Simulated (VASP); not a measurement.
# Zr3TiC4 (P4/mmm) in VASP: single point with PBE

Aim: the single point of Zr3TiC4 with PBE.

All numbers are computed with VASP 6.6.1; they aren't measurements. Logs are shortened: lines on timing, memory, paths and dates and some standing lists are left out, and cuts for length are marked.

### Step 1. The cell of the first run

It takes space group P4/mmm (No. 123, tetragonal). Conventional cell: a = 3.279 Å, b = 3.279 Å, c = 9.233 Å, α = 90.00°, β = 90.00°, γ = 90.00°. Within 3.0 Å of Zr (site symmetry 4mm) lie 6 C at 2.24 to 2.38 Å. Zr (site symmetry 4/mmm) has 6 C at 2.32 to 2.40 Å within 3.1 Å. Within 2.9 Å of Ti (site symmetry 4/mmm) lie 6 C at 2.21 to 2.32 Å. C (site symmetry 4/mmm) has 2 Zr at 2.24 Å and 4 Ti at 2.32 Å within 3.0 Å. Within 2.9 Å of C (site symmetry 4mm) lie 1 Ti at 2.21 Å and 5 Zr at 2.32 to 2.40 Å. Within 3.1 Å of C (site symmetry 4/mmm) lie 6 Zr at 2.32 to 2.38 Å.

### Step 2. Single point, PBE, collinear spin

Contents of INCAR:

```
  PREC = Accurate
  ENCUT = 520
  EDIFF = 1E-7
  ISMEAR = 0
  SIGMA = 0.1
  LREAL = False
  LASPH = True
  NELM = 150
  ALGO = Normal
  ISIF = 2
  LWAVE = False
  LCHARG = False
  ISPIN = 2
  MAGMOM = 1 1 1 1 0 0 0 0
  LORBIT = 11
  LMAXMIX = 4
  GGA = PE
  NBANDS = 46
```

Contents of KPOINTS:

```
regular mesh
0
Gamma
  6 6 2
```

Contents of POSCAR:

```
Zr3TiC4
1.0
    3.2789764871      0.0000000000      0.0000000000
    0.0000000000      3.2789764871      0.0000000000
    0.0000000000      0.0000000000      9.2327630329
Zr Ti C
3 1 4
Direct
    0.0000000000      0.0000000000      0.2427312101
    0.5000000000      0.5000000000      0.5000000000
    0.0000000000      0.0000000000      0.7572687899
    0.5000000000      0.5000000000      0.0000000000
    0.0000000000      0.0000000000      0.0000000000
    0.5000000000      0.5000000000      0.2397057030
    0.0000000000      0.0000000000      0.5000000000
    0.5000000000      0.5000000000      0.7602942970
```

Potentials or basis: VASP PAW PBE potentials, release 64 (Zr_sv, Ti_sv, C).

On the command line:

```sh
cat potpaw_PBE.64/Zr_sv/POTCAR potpaw_PBE.64/Ti_sv/POTCAR potpaw_PBE.64/C/POTCAR > POTCAR
mpirun -np 1 vasp_std > vasp.out
```

OUTCAR:

```text
PREC = Accurate
   ENCUT = 520
   EDIFF = 1E-7
   ISMEAR = 0
   LREAL = False
   LASPH = True
   NELM = 150
   ISIF = 2
   ISPIN = 2
   LORBIT = 11
   GGA = PE

 ion  position               nearest neighbor table
   1  0.000  0.000  0.243-   5 2.24   6 2.32   6 2.32   6 2.32   6 2.32   7 2.38   4 3.22   4 3.22
                             4 3.22   4 3.22   2 3.32   2 3.32   2 3.32   2 3.32
   2  0.500  0.500  0.500-   7 2.32   7 2.32   7 2.32   7 2.32   8 2.40   6 2.40   3 3.32   3 3.32
                             1 3.32   3 3.32   1 3.32   1 3.32   3 3.32   1 3.32
   3  0.000  0.000  0.757-   5 2.24   8 2.32   8 2.32   8 2.32   8 2.32   7 2.38   4 3.22   4 3.22
                             4 3.22   4 3.22   2 3.32   2 3.32   2 3.32   2 3.32
   4  0.500  0.500  0.000-   6 2.21   8 2.21   5 2.32   5 2.32   5 2.32   5 2.32   3 3.22   3 3.22
                             1 3.22   3 3.22   1 3.22   1 3.22   3 3.22   1 3.22
   5  0.000  0.000  0.000-   1 2.24   3 2.24   4 2.32   4 2.32   4 2.32   4 2.32
   6  0.500  0.500  0.240-   4 2.21   1 2.32   1 2.32   1 2.32   1 2.32   2 2.40
   7  0.000  0.000  0.500-   2 2.32   2 2.32   2 2.32   2 2.32   3 2.38   1 2.38
   8  0.500  0.500  0.760-   4 2.21   3 2.32   3 2.32   3 2.32   3 2.32   2 2.40

  LATTYP: Found a simple tetragonal cell.
 ALAT       =     3.2789764871
 C/A-ratio  =     2.8157454222

  Lattice vectors:

 A1 = (   3.2789764871,   0.0000000000,   0.0000000000)
 A2 = (   0.0000000000,   3.2789764871,   0.0000000000)
 A3 = (   0.0000000000,   0.0000000000,   9.2327630329)

Analysis of symmetry for initial positions (statically):
=====================================================================
 Subroutine PRICEL returns:
 Original cell was already a primitive cell.

 Routine SETGRP: Setting up the symmetry group for a
 simple tetragonal supercell.

 Subroutine GETGRP returns: Found 16 space group operations
 (whereof 16 operations were pure point group operations)
 out of a pool of 16 trial point group operations.

The static configuration has the point symmetry D_4h.

Analysis of symmetry for dynamics (positions and initial velocities):
=====================================================================
 Subroutine PRICEL returns:
 Original cell was already a primitive cell.

 Routine SETGRP: Setting up the symmetry group for a
 simple tetragonal supercell.

 Subroutine GETGRP returns: Found 16 space group operations
 (whereof 16 operations were pure point group operations)
 out of a pool of 16 trial point group operations.

The dynamic configuration has the point symmetry D_4h.

Analysis of structural, dynamic, and magnetic symmetry:
=====================================================================
 Subroutine PRICEL returns:
 Original cell was already a primitive cell.

 Routine SETGRP: Setting up the symmetry group for a
 simple tetragonal supercell.

 Subroutine GETGRP returns: Found 16 space group operations
 (whereof 16 operations were pure point group operations)
 out of a pool of 16 trial point group operations.

The overall configuration has the point symmetry D_4h.

 Subroutine INISYM returns: Found 16 space group operations
 (whereof 16 operations are pure point group operations),
 and found     1 'primitive' translations

----------------------------------------------------------------------------------------

                                     Primitive cell

  volume of cell :      99.2678

  direct lattice vectors                    reciprocal lattice vectors
     3.278976487  0.000000000  0.000000000     0.304973215  0.000000000  0.000000000
     0.000000000  3.278976487  0.000000000     0.000000000  0.304973215  0.000000000
     0.000000000  0.000000000  9.232763033     0.000000000  0.000000000  0.108309939

  length of vectors
     3.278976487  3.278976487  9.232763033     0.304973215  0.304973215  0.108309939

  position of ions in fractional coordinates (direct lattice)
     0.000000000  0.000000000  0.242731210
     0.500000000  0.500000000  0.500000000
     0.000000000  0.000000000  0.757268790
     0.500000000  0.500000000  0.000000000
     0.000000000  0.000000000  0.000000000
     0.500000000  0.500000000  0.239705703
     0.000000000  0.000000000  0.500000000
     0.500000000  0.500000000  0.760294297

  ion indices of the primitive-cell ions
   primitive index   ion index
                 1           1
                 2           2
                 3           3
                 4           4
                 5           5
                 6           6
                 7           7
                 8           8

----------------------------------------------------------------------------------------

 KPOINTS: regular mesh

Automatic generation of k-mesh.
 Grid dimensions read from file:
 generate k-points for:    6    6    2

 Generating k-lattice:

  Cartesian coordinates                     Fractional coordinates (reciprocal lattice)
     0.050828869  0.000000000  0.000000000     0.166666667  0.000000000  0.000000000
     0.000000000  0.050828869  0.000000000     0.000000000  0.166666667  0.000000000
     0.000000000  0.000000000  0.054154969     0.000000000  0.000000000  0.500000000

  Length of vectors
     0.050828869  0.050828869  0.054154969

  Shift w.r.t. Gamma in fractional coordinates (k-lattice)
     0.000000000  0.000000000  0.000000000

 Subroutine IBZKPT returns following result:
 ===========================================

 Found     20 irreducible k-points:

 Following reciprocal coordinates:
            Coordinates               Weight
  0.000000  0.000000  0.000000      1.000000
  0.166667  0.000000  0.000000      4.000000
  0.333333  0.000000  0.000000      4.000000
  0.500000  0.000000  0.000000      2.000000
  0.166667  0.166667  0.000000      4.000000
  0.333333  0.166667  0.000000      8.000000
[... 12 lines left out ...]
  0.500000  0.333333  0.500000      4.000000
  0.500000  0.500000  0.500000      1.000000
   k-points           NKPTS =     20   k-points in BZ     NKDIM =     20   number of bands    NBANDS=     46
   number of dos      NEDOS =    301   number of ions     NIONS =      8
   total plane-waves  NPLWV =  40320
   dimension x,y,z NGX =    24 NGY =   24 NGZ =   70
   dimension x,y,z NGXF=    48 NGYF=   48 NGZF=  140
   ions per type =               3   1   4
   NGX,Y,Z   is equivalent  to a cutoff of  12.17, 12.17, 12.60 a.u.
   NGXF,Y,Z  is equivalent  to a cutoff of  24.34, 24.34, 25.21 a.u.
 SYSTEM =  unknown system
   PREC   = accura    normal or accurate (medium, high low for compatibility)
   ISTART =      0    job   : 0-new  1-cont  2-samecut
   ICHARG =      2    charge: 1-file 2-atom 10-const
   ISPIN  =      2    spin polarized calculation?
   LNONCOLLINEAR =      F non collinear calculations
   LSORBIT =      F    spin-orbit coupling
   LASPH  =      T    aspherical Exc in radial PAW
   ENCUT  =  520.0 eV  38.22 Ry    6.18 a.u.   6.10  6.10 17.17*2*pi/ulx,y,z
   NELM   =    150;   NELMIN=  2; NELMDL= -5     # of ELM steps
   EDIFF  = 0.1E-06   stopping-criterion for ELM
   LREAL  =      F    real-space projection
   EDIFFG = 0.1E-05   stopping-criterion for IOM
   NSW    =      0    number of steps for IOM
   IBRION =     -1    ionic relax: 0-MD 1-quasi-New 2-CG
   NFREE  =      0    steps in history (QN), initial steepest desc. (CG)
   ISIF   =      2    stress and relaxation
   ISYM   =      2    0-nonsym 1-usesym 2-fastsym
   POTIM  = 0.5000    time-step for ionic-motion
   TEBEG  =    0.0;   TEEND  =   0.0 temperature during run
   PSTRESS=    0.0 pullay stress
   NELECT =      64.0000    total number of electrons
   NUPDOWN=      -1.0000    fix difference up-down
   EMIN   =  10.00;   EMAX   =-10.00  energy-range for DOS
   EFERMI =   0.00;   METHOD = LEGACY
   ISMEAR =     0;   SIGMA  =   0.10  broadening in eV -4-tet -1-fermi 0-gaus
   EFERMI_NEDOS =   21; number of points for ismear=-14 and -15
   IALGO  =     38    algorithm
   IMIX   =      4    mixing-type and parameters
     AMIX     =   0.40;   BMIX     =  1.00
     AMIX_MAG =   1.60;   BMIX_MAG =  1.00
  volume/ion in A,a.u.               =      12.41        83.74
  Fermi-wavevector in a.u.,A,eV,Ry     =   1.414269  2.672581 27.213790  2.000157
  Thomas-Fermi vector in A             =   2.535829
   LORBIT       =     11    0 simple, 1 ext, 2 COOP (PROOUT), +10 PAW based schemes
   GGA     = PE    functional components
   LHFCALC =     F    Hartree Fock is set to
   AEXX    =    0.0000 exact exchange contribution
   IVDW    =     0    specifies the selected vdW correction
   LEPSILON=     F    determine dielectric tensor
   LRPA    =     F    only Hartree local field effects (RPA)
 spin polarized calculation
 Gauss-broadening in eV      SIGMA  =   0.10
  energy-cutoff  :      520.00
  volume of cell :       99.27
 maximum number of plane-waves:      2728
   NGX = 13   NGY = 13   NGZ = 35

 number of electron      64.0000006 magnetization       0.0000048

 number of electron      64.0000006 magnetization      -0.0000146

 Free energy of the ion-electron system (eV)
  ---------------------------------------------------
  ext. energy  EPLUGINS =         0.00000000
  ---------------------------------------------------
  free energy    TOTEN  =       -76.68690713 eV

  energy without entropy =      -76.68345945  energy(sigma->0) =      -76.68518329

 E-fermi :   9.3889     XC(G=0): -12.1939

 val. band max:        9.2264359316   @ k =   0.1667   0.1667   0.0000
 cond. band min:       9.4050472416   @ k =   0.0000   0.0000   0.5000
 fundamental gap:      0.1786113100
 Fermi energy:         9.3888781057

 spin component 1

 k-point     1 :       0.0000    0.0000    0.0000
  band No.  band energies     occupation
      1     -47.4972      1.00000
      2     -38.6202      1.00000
      3     -38.4536      1.00000
      4     -38.4390      1.00000
      5     -23.6979      1.00000
      6     -23.6979      1.00000
[... 36 lines left out ...]
     43      12.9836      0.00000
     44      13.1850      0.00000
[... 851 lines left out ...]
      3     -38.3725      1.00000
      4     -38.3724      1.00000
      5     -23.8020      1.00000
      6     -23.8020      1.00000
[... 36 lines left out ...]
     43      14.6894      0.00000
     44      15.2144      0.00000
 Fermi energy:         9.3888781057

 spin component 2

 k-point     1 :       0.0000    0.0000    0.0000
  band No.  band energies     occupation
      1     -47.4972      1.00000
      2     -38.6202      1.00000
      3     -38.4536      1.00000
      4     -38.4390      1.00000
      5     -23.6979      1.00000
      6     -23.6979      1.00000
[... 36 lines left out ...]
     43      12.9836      0.00000
     44      13.1850      0.00000
[... 851 lines left out ...]
      3     -38.3725      1.00000
      4     -38.3724      1.00000
      5     -23.8020      1.00000
      6     -23.8020      1.00000
[... 36 lines left out ...]
     43      14.6894      0.00000
     44      15.2144      0.00000
 [bands above 44 left out]

------------------------ aborting loop because EDIFF is reached ----------------------------------------

  FORCE on cell =-STRESS in cart. coord.  units (eV):
  Direction    XX          YY          ZZ          XY          YZ          ZX
  --------------------------------------------------------------------------------------
  -------------------------------------------------------------------------------------
  Total        0.1882132      0.1882132      0.1176195      0.0000000     -0.0000000      0.0000000
  in kB        3.0377528      3.0377528      1.8983727      0.0000000     -0.0000000      0.0000000
  external PRESSURE =       2.6579594 kB  Pullay stress =       0.0000000 kB

 VOLUME and BASIS-vectors are now :
 -----------------------------------------------------------------------------
  energy-cutoff  :      520.00
  volume of cell :       99.27
      direct lattice vectors                 reciprocal lattice vectors
     3.278976487  0.000000000  0.000000000     0.304973215  0.000000000  0.000000000
     0.000000000  3.278976487  0.000000000     0.000000000  0.304973215  0.000000000
     0.000000000  0.000000000  9.232763033     0.000000000  0.000000000  0.108309939

 POSITION                                       TOTAL-FORCE (eV/Angst)
 -----------------------------------------------------------------------------------
      0.00000      0.00000      2.24108        -0.000000      0.000000     -0.018097
      1.63949      1.63949      4.61638        -0.000000      0.000000      0.000000
      0.00000      0.00000      6.99168        -0.000000      0.000000      0.018097
      1.63949      1.63949      0.00000        -0.000000      0.000000      0.000000
      0.00000      0.00000      0.00000        -0.000000      0.000000      0.000000
      1.63949      1.63949      2.21315         0.000000     -0.000000      0.027240
      0.00000      0.00000      4.61638        -0.000000      0.000000      0.000000
      1.63949      1.63949      7.01962        -0.000000     -0.000000     -0.027240
 -----------------------------------------------------------------------------------
    total drift:                                0.000000     -0.000000     -0.000000

  FREE ENERGIE OF THE ION-ELECTRON SYSTEM (eV)
  ---------------------------------------------------
  free  energy   TOTEN  =       -76.6869071281 eV

  energy  without entropy=      -76.6834594495  energy(sigma->0) =      -76.68518329

 total charge

# of ion       s       p       d       tot
------------------------------------------
    1        2.183   6.050   1.674   9.907
    2        2.177   6.045   1.647   9.869
    3        2.183   6.050   1.674   9.907
    4        2.171   6.185   1.826  10.181
    5        0.887   1.453   0.000   2.340
    6        0.889   1.483   0.000   2.372
    7        0.891   1.480   0.000   2.371
    8        0.889   1.483   0.000   2.372
--------------------------------------------------
tot         12.269  30.231   6.821  49.321

 magnetization (x)

# of ion       s       p       d       tot
------------------------------------------
    1       -0.000   0.000   0.000   0.000
    2       -0.000  -0.000   0.000   0.000
    3       -0.000   0.000   0.000   0.000
    4        0.000   0.000   0.000   0.000
    5       -0.000  -0.000   0.000  -0.000
    6       -0.000  -0.000   0.000  -0.000
    7       -0.000  -0.000   0.000  -0.000
    8       -0.000  -0.000   0.000  -0.000
--------------------------------------------------
tot         -0.000  -0.000   0.000  -0.000
```

It took 6.5 min on 1 thread of Oxide Virtual Turin-like, shared host; peak memory 0.28 GiB.

Results:

- Free energy: -76.6869 eV
- Pressure: 0.3 GPa
- Largest force: 0.027 eV/Å
- Band gap on the k mesh: zero (filled and empty bands overlap)
- Net moment: 0.00 μB per cell
- Valence electrons inside the program's atomic spheres: Zr 9.91, 9.87 (each value once); Ti 10.18; C 2.34, 2.37 (each value once)

Forces on the atoms (eV/Å):
```
Zr   0.000  0.000 -0.018
Zr   0.000  0.000  0.000
Zr   0.000  0.000  0.018
Ti   0.000  0.000  0.000
C    0.000  0.000  0.000
C    0.000  0.000  0.027
C    0.000  0.000  0.000
C    0.000  0.000 -0.027
```

Levels at points of the mesh, in eV from the Fermi level:
Spin up:
```
           k point  band 30  band 31  band 32  band 33  band 34  band 35
(0.00, 0.00, 0.00)    -0.35     0.11     0.11     1.01     1.02     1.02
(0.50, 0.00, 0.00)    -2.51    -2.26    -1.93     2.02     2.50     3.04
(0.50, 0.50, 0.00)    -1.63    -0.17     0.15     0.15     0.30     2.76
(0.00, 0.00, 0.50)    -0.20     0.02     0.02     0.17     0.17     0.45
(0.50, 0.00, 0.50)    -2.33    -2.28    -2.24     2.16     2.46     2.64
(0.50, 0.50, 0.50)    -1.53    -1.42    -1.28     1.22     1.22     1.32
```
Spin down:
```tsv
k point	band 29	band 30	band 31	band 32	band 33	band 34	band 35	band 36
(0.00, 0.00, 0.00)	-0.35	-0.35	0.11	0.11	1.01	1.02	1.02	1.11
(0.50, 0.00, 0.00)	-2.60	-2.51	-2.26	-1.93	2.02	2.50	3.04	3.42
(0.50, 0.50, 0.00)	-1.63	-1.63	-0.17	0.15	0.15	0.30	2.76	2.76
(0.00, 0.00, 0.50)	-0.20	-0.20	0.02	0.02	0.17	0.17	0.45	0.53
(0.50, 0.00, 0.50)	-2.69	-2.33	-2.28	-2.24	2.16	2.46	2.64	3.83
(0.50, 0.50, 0.50)	-1.62	-1.53	-1.42	-1.28	1.22	1.22	1.32	1.32
```

The gap in the log of VASP goes by the Fermi energy; the results here count the filled bands.